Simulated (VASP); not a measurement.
# SiC (R3m) in VASP: notebook, part 2 of 2

VASP 6.6.1. The steps go on from the part before.

### Step 3. Single point, PBE

This run uses another cell than the first one, of 10.50 Å³/atom, 1.025 times its volume.

INCAR

```
SYSTEM = SiC
PREC     = Accurate       ! precision mode
ENCUT    = 520            ! plane-wave cutoff, eV
EDIFF    = 1E-7           ! SCF threshold, eV
ISMEAR   = 0              ! smearing method
SIGMA    = 0.05           ! smearing width, eV
LREAL    = .False.        ! projectors in reciprocal space
LASPH    = .True.         ! aspherical terms in the spheres
NELM     = 60             ! most SCF steps
ALGO     = Normal         ! electronic algorithm
ISIF     = 2              ! what is computed and relaxed
LWAVE    = .False.        ! write WAVECAR
LCHARG   = .True.         ! write CHGCAR
GGA      = PE             ! functional
LELF     = .True.         ! ELF
LVHAR    = .True.       
NBANDS   = 11             ! bands
```

KPOINTS

```
Automatic mesh
0
Gamma
  12 12 12
  0 0 0
```

POSCAR

```
SiC
1.0
    0.0000000000      2.1320945159      2.1320945159
    2.1320945159      0.0000000000      2.1320945159
    2.2507811106      2.2507811106     -0.1186865947
Si C
1 1
Direct
    0.0000000000      0.0000000000      0.0000000000
    0.7500000000      0.7500000000      0.7500000000
```

Potentials or basis: VASP PAW PBE potentials, release 64 (Si, C).

Started as:

```bash
$ cat potpaw_PBE.64/Si/POTCAR potpaw_PBE.64/C/POTCAR > POTCAR
$ mpirun -np 1 vasp_std > vasp.out
```

OUTCAR:

```text
SYSTEM = SiC
   PREC = Accurate
   ENCUT = 520
   EDIFF = 1E-7
   ISMEAR = 0
   LREAL = .False.
   LASPH = .True.
   NELM = 60
   ISIF = 2
   GGA = PE

 ion  position               nearest neighbor table
   1  0.000  0.000  0.000-   2 1.86   2 1.86   2 1.86   2 2.00
   2  0.750  0.750  0.750-   1 1.86   1 1.86   1 1.86   1 2.00

  LATTYP: Found a trigonal (rhomboedric) cell.
 ALAT       =     3.1852971170
 COS(alpha) =     0.5519638990

  Lattice vectors:

 A1 = (   2.2507811106,   0.1186865947,  -2.2507811106)
 A2 = (   0.1186865947,   2.2507811106,  -2.2507811106)
 A3 = (   2.2507811106,   2.2507811106,  -0.1186865947)

Analysis of symmetry for initial positions (statically):
=====================================================================
 Subroutine PRICEL returns:
 Original cell was already a primitive cell.

 Routine SETGRP: Setting up the symmetry group for a
 trigonal (rhombohedral) supercell.

 Subroutine GETGRP returns: Found  6 space group operations
 (whereof  6 operations were pure point group operations)
 out of a pool of 12 trial point group operations.

The static configuration has the point symmetry C_3v.

Analysis of symmetry for dynamics (positions and initial velocities):
=====================================================================
 Subroutine PRICEL returns:
 Original cell was already a primitive cell.

 Routine SETGRP: Setting up the symmetry group for a
 trigonal (rhombohedral) supercell.

 Subroutine GETGRP returns: Found  6 space group operations
 (whereof  6 operations were pure point group operations)
 out of a pool of 12 trial point group operations.

The dynamic configuration has the point symmetry C_3v.

 Subroutine INISYM returns: Found  6 space group operations
 (whereof  6 operations are pure point group operations),
 and found     1 'primitive' translations

[... 116 lines left out ...]
  Fermi-wavevector in a.u.,A,eV,Ry     =   1.186712  2.242561 19.160892  1.408286
  Thomas-Fermi vector in A             =   2.322879
   LORBIT       =      0    0 simple, 1 ext, 2 COOP (PROOUT), +10 PAW based schemes
   GGA     = PE    functional components
   LHFCALC =     F    Hartree Fock is set to
   AEXX    =    0.0000 exact exchange contribution
   IVDW    =     0    specifies the selected vdW correction
   LEPSILON=     F    determine dielectric tensor
   LRPA    =     F    only Hartree local field effects (RPA)
 non-spin polarized calculation
 Gauss-broadening in eV      SIGMA  =   0.05
  energy-cutoff  :      520.00
  volume of cell :       21.00
 maximum number of plane-waves:       592
   NGX = 11   NGY = 11   NGZ = 11

 number of electron       8.0000000 magnetization

 Free energy of the ion-electron system (eV)
  ---------------------------------------------------
  ext. energy  EPLUGINS =         0.00000000
  ---------------------------------------------------
  free energy    TOTEN  =       -14.91833996 eV

  energy without entropy =      -14.91833996  energy(sigma->0) =      -14.91833996

 E-fermi :   8.3144     XC(G=0): -11.2892

 val. band max:        8.1117956263   @ k =   0.0000   0.0000   0.0000
 cond. band min:       9.2112614867   @ k =   0.5000   0.5000   0.0000
 fundamental gap:      1.0994658604
 Fermi energy:         8.3143926075

 k-point     1 :       0.0000    0.0000    0.0000
  band No.  band energies     occupation
      1      -7.3669      2.00000
      2       7.5705      2.00000
      3       8.1118      2.00000
      4       8.1118      2.00000
      5      12.5494      0.00000
      6      15.5065      0.00000
      7      15.7797      0.00000
      8      15.7797      0.00000
      9      22.4232      0.00000
     10      22.4232      0.00000
     11      24.1067      0.00000
[... 309 lines left out ...]
 k-point    24 :      -0.4167    0.1667   -0.0000
  band No.  band energies     occupation
      1      -3.3122      2.00000
      2       0.0270      2.00000
      3       4.8280      2.00000
      4       6.2506      2.00000
      5      12.6505      0.00000
      6      14.9605      0.00000
      7      16.3166      0.00000
      8      19.0307      0.00000
      9      22.5087      0.00000
     10      23.5237      0.00000
     11      26.2928      0.00000

 [... further k-points ...]
[... 5 lines left out ...]
  --------------------------------------------------------------------------------------
  -------------------------------------------------------------------------------------
  Total        0.2335218      0.2335218      0.2335218     -1.7444729      1.7444729      1.7444729
  in kB       17.8139304     17.8139304     17.8139304   -133.0750213    133.0750213    133.0750213
  external PRESSURE =      17.8139304 kB  Pullay stress =       0.0000000 kB

 VOLUME and BASIS-vectors are now :
 -----------------------------------------------------------------------------
  energy-cutoff  :      520.00
  volume of cell :       21.00
      direct lattice vectors                 reciprocal lattice vectors
     0.000000000  2.132094516  2.132094516    -0.228486973  0.240535386  0.228486973
     2.132094516  0.000000000  2.132094516     0.240535386 -0.228486973  0.228486973
     2.250781111  2.250781111 -0.118686595     0.216438560  0.216438560 -0.216438560

 POSITION                                       TOTAL-FORCE (eV/Angst)
 -----------------------------------------------------------------------------------
      0.00000      0.00000      0.00000         0.239896      0.239896     -0.239896
      3.28716      3.28716      3.10913        -0.239896     -0.239896      0.239896
 -----------------------------------------------------------------------------------
    total drift:                               -0.000067     -0.000067      0.000067

  FREE ENERGIE OF THE ION-ELECTRON SYSTEM (eV)
  ---------------------------------------------------
  free  energy   TOTEN  =       -14.9183399560 eV

  energy  without entropy=      -14.9183399560  energy(sigma->0) =      -14.91833996
```

OSZICAR:

```text
N       E                     dE             d eps       ncg     rms          rms(c)
DAV:   1     0.359026114888E+01    0.35903E+01   -0.38766E+03  4316   0.608E+02
DAV:   2    -0.161583474814E+02   -0.19749E+02   -0.18855E+02  5241   0.109E+02
DAV:   3    -0.167828969395E+02   -0.62455E+00   -0.62353E+00  5144   0.162E+01
DAV:   4    -0.167852800037E+02   -0.23831E-02   -0.23829E-02  4686   0.128E+00
DAV:   5    -0.167852909172E+02   -0.10914E-04   -0.10913E-04  5122   0.804E-02    0.875E+00
DAV:   6    -0.149759578468E+02    0.18093E+01   -0.66315E+00  4677   0.114E+01    0.384E+00
DAV:   7    -0.149264150409E+02    0.49543E-01   -0.38081E-01  5042   0.356E+00    0.178E+00
DAV:   8    -0.149181183875E+02    0.82967E-02   -0.23753E-02  4713   0.101E+00    0.184E-01
DAV:   9    -0.149182354764E+02   -0.11709E-03   -0.22244E-03  5069   0.283E-01    0.110E-01
DAV:  10    -0.149183280611E+02   -0.92585E-04   -0.26437E-04  4569   0.103E-01    0.338E-02
DAV:  11    -0.149183393421E+02   -0.11281E-04   -0.35872E-05  4979   0.366E-02    0.143E-02
DAV:  12    -0.149183398143E+02   -0.47224E-06   -0.26475E-06  4889   0.107E-02    0.112E-03
DAV:  13    -0.149183399284E+02   -0.11407E-06   -0.16764E-07  4456   0.261E-03    0.467E-04
DAV:  14    -0.149183399560E+02   -0.27586E-07   -0.13590E-08  2418   0.838E-04
   1 F= -.14918340E+02 E0= -.14918340E+02  d E =-.241841E-11
```

Wall time 16 s (1 thread of Intel Xeon Platinum 8488C (Sapphire Rapids), shared host); peak memory 0.16 GiB.

What came out:

```
Free energy            : -14.9183 eV
Pressure               : 1.8 GPa
Largest force          : 0.416 eV/Å
Band gap on the k mesh : 1.10 eV, indirect (least direct gap 4.02 eV)
```

Forces in eV/Å, atoms in the order of the input:
```
Si   0.240  0.240 -0.240
C   -0.240 -0.240  0.240
```

Stress tensor (GPa, compression positive):
```
  1.78 -13.31  13.31
-13.31   1.78  13.31
 13.31  13.31   1.78
```
